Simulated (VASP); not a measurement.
# ErSi3 (Pm-3m) in VASP: single point with PBE

Aim: the single point of ErSi3 with PBE.

Everything below comes from runs of VASP 6.6.1. Logs are shortened: lines on timing, memory, paths and dates and some standing lists are left out, and cuts for length are marked.

## Step 1: The cell of the first run

Symmetry: Pm-3m, No. 221, cubic system. The conventional cell has a = 4.085 Å, b = 4.085 Å, c = 4.085 Å, α = 90.00°, β = 90.00°, γ = 90.00°. Er (site symmetry m-3m) has 12 Si at 2.89 Å within 3.8 Å. Within 3.8 Å of Si (site symmetry 4/mmm) lie 4 Er at 2.89 Å and 8 Si at 2.89 Å.

## Step 2: Single point, PBE

File INCAR:

```
SYSTEM = ErSi3
PREC     = Accurate       ! precision mode
ENCUT    = 520            ! plane-wave cutoff, eV
EDIFF    = 1E-6           ! SCF threshold, eV
ISMEAR   = 0              ! smearing method
SIGMA    = 0.05           ! smearing width, eV
LREAL    = .FALSE.        ! projectors in reciprocal space
LASPH    = .TRUE.         ! aspherical terms in the spheres
NELM     = 100            ! most SCF steps
ALGO     = Normal         ! electronic algorithm
ISIF     = 2              ! what is computed and relaxed
LWAVE    = .FALSE.        ! write WAVECAR
LCHARG   = .FALSE.        ! write CHGCAR
GGA      = PE             ! functional
NBANDS   = 25             ! bands
```

File KPOINTS:

```
regular mesh
0
G
  8 8 8
  0 0 0
```

File POSCAR:

```
ErSi3
1.0
    4.0846362755      0.0000000000      0.0000000000
    0.0000000000      4.0846362755      0.0000000000
    0.0000000000      0.0000000000      4.0846362755
Er Si
1 3
Direct
    0.0000000000      0.0000000000      0.0000000000
    0.0000000000      0.5000000000      0.5000000000
    0.5000000000      0.5000000000      0.0000000000
    0.5000000000      0.0000000000      0.5000000000
```

Potentials or basis: VASP PAW PBE potentials, release 64 (Er, Si).

On the command line:

```console
cat potpaw_PBE.64/Er/POTCAR potpaw_PBE.64/Si/POTCAR > POTCAR
mpirun -np 1 vasp_std > vasp.out
```

OUTCAR:

```text
SYSTEM = ErSi3
   PREC = Accurate
   ENCUT = 520
   EDIFF = 1E-6
   ISMEAR = 0
   LREAL = .FALSE.
   LASPH = .TRUE.
   NELM = 100
   ISIF = 2
   GGA = PE

 ion  position               nearest neighbor table
   1  0.000  0.000  0.000-   2 2.89   3 2.89   4 2.89   2 2.89   4 2.89   2 2.89   3 2.89   2 2.89
                             3 2.89   4 2.89   4 2.89   3 2.89
   2  0.000  0.500  0.500-   1 2.89   3 2.89   4 2.89   1 2.89   3 2.89   1 2.89   4 2.89   1 2.89
                             3 2.89   4 2.89   3 2.89   4 2.89
   3  0.500  0.500  0.000-   1 2.89   2 2.89   4 2.89   2 2.89   4 2.89   1 2.89   4 2.89   4 2.89
                             1 2.89   2 2.89   2 2.89   1 2.89
   4  0.500  0.000  0.500-   1 2.89   2 2.89   3 2.89   1 2.89   3 2.89   2 2.89   3 2.89   3 2.89
                             1 2.89   2 2.89   1 2.89   2 2.89

  LATTYP: Found a simple cubic cell.
 ALAT       =     4.0846362755

  Lattice vectors:

 A1 = (   4.0846362755,   0.0000000000,   0.0000000000)
 A2 = (   0.0000000000,   4.0846362755,   0.0000000000)
 A3 = (   0.0000000000,   0.0000000000,   4.0846362755)

Analysis of symmetry for initial positions (statically):
=====================================================================
 Subroutine PRICEL returns:
 Original cell was already a primitive cell.

 Routine SETGRP: Setting up the symmetry group for a
 simple cubic supercell.

 Subroutine GETGRP returns: Found 48 space group operations
 (whereof 48 operations were pure point group operations)
 out of a pool of 48 trial point group operations.

The static configuration has the point symmetry O_h .

Analysis of symmetry for dynamics (positions and initial velocities):
=====================================================================
 Subroutine PRICEL returns:
 Original cell was already a primitive cell.

 Routine SETGRP: Setting up the symmetry group for a
 simple cubic supercell.

 Subroutine GETGRP returns: Found 48 space group operations
 (whereof 48 operations were pure point group operations)
 out of a pool of 48 trial point group operations.

The dynamic configuration has the point symmetry O_h .

 Subroutine INISYM returns: Found 48 space group operations
 (whereof 48 operations are pure point group operations),
 and found     1 'primitive' translations

----------------------------------------------------------------------------------------

                                     Primitive cell

[... 94 lines left out ...]
   EDIFF  = 0.1E-05   stopping-criterion for ELM
   LREAL  =      F    real-space projection
   EDIFFG = 0.1E-04   stopping-criterion for IOM
   NSW    =      0    number of steps for IOM
   IBRION =     -1    ionic relax: 0-MD 1-quasi-New 2-CG
   NFREE  =      0    steps in history (QN), initial steepest desc. (CG)
   ISIF   =      2    stress and relaxation
   ISYM   =      2    0-nonsym 1-usesym 2-fastsym
   POTIM  = 0.5000    time-step for ionic-motion
   TEBEG  =    0.0;   TEEND  =   0.0 temperature during run
   PSTRESS=    0.0 pullay stress
   NELECT =      34.0000    total number of electrons
   NUPDOWN=      -1.0000    fix difference up-down
   EMIN   =  10.00;   EMAX   =-10.00  energy-range for DOS
   EFERMI =   0.00;   METHOD = LEGACY
   ISMEAR =     0;   SIGMA  =   0.05  broadening in eV -4-tet -1-fermi 0-gaus
   EFERMI_NEDOS =   21; number of points for ismear=-14 and -15
   IALGO  =     38    algorithm
   IMIX   =      4    mixing-type and parameters
     AMIX     =   0.40;   BMIX     =  1.00
     AMIX_MAG =   1.60;   BMIX_MAG =  1.00
  volume/ion in A,a.u.               =      17.04       114.97
  Fermi-wavevector in a.u.,A,eV,Ry     =   1.298418  2.453654 22.937904  1.685888
  Thomas-Fermi vector in A             =   2.429747
   LORBIT       =      0    0 simple, 1 ext, 2 COOP (PROOUT), +10 PAW based schemes
   GGA     = PE    functional components
   LHFCALC =     F    Hartree Fock is set to
   AEXX    =    0.0000 exact exchange contribution
   IVDW    =     0    specifies the selected vdW correction
   LEPSILON=     F    determine dielectric tensor
   LRPA    =     F    only Hartree local field effects (RPA)
 non-spin polarized calculation
 Gauss-broadening in eV      SIGMA  =   0.05
  energy-cutoff  :      520.00
  volume of cell :       68.15
 maximum number of plane-waves:      1856
   NGX = 15   NGY = 15   NGZ = 15

 number of electron      33.9999965 magnetization

 Free energy of the ion-electron system (eV)
  ---------------------------------------------------
  ext. energy  EPLUGINS =         0.00000000
  ---------------------------------------------------
  free energy    TOTEN  =       -21.42877852 eV

  energy without entropy =      -21.41683811  energy(sigma->0) =      -21.42280832

 E-fermi :   7.2553     XC(G=0): -11.2360

 val. band max:        7.2438940542   @ k =   0.2500   0.0000   0.0000
 cond. band min:       7.2561925347   @ k =   0.3750   0.3750   0.0000
 fundamental gap:      0.0122984804
 Fermi energy:         7.2553255439

 k-point     1 :       0.0000    0.0000    0.0000
  band No.  band energies     occupation
      1     -40.3505      2.00000
      2     -14.7515      2.00000
      3     -14.7515      2.00000
      4     -14.7515      2.00000
      5      -4.7553      2.00000
      6       2.1799      2.00000
[... 661 lines left out ...]
     24      12.4000      0.00000
     25      13.0033      0.00000

 [... further k-points ...]

------------------------ aborting loop because EDIFF is reached ----------------------------------------

  FORCE on cell =-STRESS in cart. coord.  units (eV):
  Direction    XX          YY          ZZ          XY          YZ          ZX
  --------------------------------------------------------------------------------------
  -------------------------------------------------------------------------------------
  Total       -1.7017288     -1.7017288     -1.7017288      0.0000000      0.0000000      0.0000000
  in kB      -40.0074403    -40.0074403    -40.0074403      0.0000000      0.0000000      0.0000000
  external PRESSURE =     -40.0074403 kB  Pullay stress =       0.0000000 kB

 VOLUME and BASIS-vectors are now :
 -----------------------------------------------------------------------------
  energy-cutoff  :      520.00
  volume of cell :       68.15
      direct lattice vectors                 reciprocal lattice vectors
     4.084636276  0.000000000  0.000000000     0.244819840  0.000000000  0.000000000
     0.000000000  4.084636276  0.000000000     0.000000000  0.244819840  0.000000000
     0.000000000  0.000000000  4.084636276     0.000000000  0.000000000  0.244819840

 POSITION                                       TOTAL-FORCE (eV/Angst)
 -----------------------------------------------------------------------------------
      0.00000      0.00000      0.00000         0.000000      0.000000      0.000000
      0.00000      2.04232      2.04232         0.000000      0.000000      0.000000
      2.04232      2.04232      0.00000         0.000000      0.000000      0.000000
      2.04232      0.00000      2.04232         0.000000      0.000000      0.000000
 -----------------------------------------------------------------------------------
    total drift:                                0.000000     -0.000000     -0.000000

  FREE ENERGIE OF THE ION-ELECTRON SYSTEM (eV)
  ---------------------------------------------------
  free  energy   TOTEN  =       -21.4287785186 eV

  energy  without entropy=      -21.4168381136  energy(sigma->0) =      -21.42280832
```

stdout:

```text
POSCAR found type information on POSCAR ErSi
 POSCAR found :  2 types and       4 ions
 scaLAPACK will be used
 LDA part: xc-table for (Slater+PW92), standard interpolation
 POSCAR, INCAR and KPOINTS ok, starting setup
 FFT: planning ... GRIDC
 FFT: planning ... GRID_SOFT
 FFT: planning ... GRID
 WAVECAR not read
 entering main loop
```

Wall time 6 min (1 thread of Intel Xeon 8259CL, shared host); peak memory 0.22 GiB.

Results:

```yaml
Free_energy: -21.4288 eV
Pressure: -4.0 GPa
Band_gap_on_the_k_mesh: zero (band 17 reaches 7.40 eV, above the bottom of band 18 at 7.13 eV)
```

Caveat: spin-orbit coupling is left out, which moves the levels of the heavy elements; without U or exact exchange the open f shell lies at the Fermi level, which spoils levels, moments and volumes. Spin polarisation is off, so any magnetic state and its effect on volume and gap are missing.
